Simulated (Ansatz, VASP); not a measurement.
# Mo3W: VASP beside Ansatz

```
Mo W
1.0
     4.47557    0.00000    0.00000
     0.00000    4.47557    0.00000
     0.00000    0.00000    3.17545
Mo W
3 1
Direct
  0.50000 0.00000 0.00000
  0.50000 0.50000 0.50000
  0.00000 0.50000 0.00000
  0.00000 0.00000 0.50000
```

Alike in both runs: functional PBE; k mesh 4 × 4 × 6; occupations gaussian, width 0.1 eV; no spin polarisation.

Ansatz relaxed the structure, and its values are those at the end. VASP's run is a single point on that final structure, the one shown.

|  | VASP | Ansatz |
| --- | --- | --- |
| version | VASP 6.6.1 | Ansatz 0.2.0 |
| potentials or method | VASP PAW PBE potentials, release 64 (Mo_sv, W_sv), cutoff 520 eV | scalar-relativistic, plane waves, PAW |
| valence electrons in the cell | 56 | 56 |

|  | VASP | Ansatz | Ansatz less VASP |
| --- | --- | --- | --- |
| gap on the k mesh at the Fermi level (eV) | none | none | - |
| pressure (GPa) | 0.5 | 0.0 | -0.51 |

A gap of «none» marks a metal or a gap that the smearing closes. The functional is the same, so the differences come from potentials, cutoffs and numerics.

Spin-orbit coupling is off throughout.
